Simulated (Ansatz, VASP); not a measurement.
Ru in VASP and in Ansatz

```xyz
2
Lattice="2.6741 0.0000 0.0000 -1.3370 2.3158 0.0000 0.0000 0.0000 4.2268" Properties=species:S:1:pos:R:3 pbc="T T T"
Ru   -0.0933    1.5906    1.0567
Ru    1.4303    0.7252    3.1701
```

Change from the starting cell: mode 4 frozen in at -0.093 Å and mode 5 at +0.047 Å (largest displacements).

Alike in both runs: task single point; functional LDA; k mesh 21 × 21 × 10; occupations gaussian, width 0.15 eV; no spin polarisation.

|  | VASP | Ansatz |
| --- | --- | --- |
| version | VASP 6.6.1 | Ansatz 0.2.0 |
| potentials or method | VASP PAW LDA potentials, release 64 (Ru_pv), cutoff 520 eV | scalar-relativistic, plane waves, PAW |
| valence electrons in the cell | 28 | 32 |

Ansatz gave:

* gap on the k mesh at the Fermi level (eV): none
* pressure (GPa): 2.3
* traceless stress, the component that is largest in VASP (GPa): 3.80
* rms of the force components (eV/Å): 0.963

**Question.** What did VASP give for the same quantities?

**Answer.** gap on the k mesh at the Fermi level (eV): none; pressure (GPa): 3.3; traceless stress, the component that is largest in VASP (GPa): 3.89; rms of the force components (eV/Å): 0.963.

Ansatz warns that its potentials were made for another functional, while VASP's fit it. LDA's correlation is that of Perdew and Zunger in VASP and of Perdew and Wang (1992) in Ansatz. Atom by atom the forces differ by 0.001 eV/Å (rms over components). A gap of «none» marks a metal or a gap that the smearing closes. VASP's potentials hold 28 valence electrons a cell and Ansatz's 32, so a difference there can come from the potentials and not from the codes.
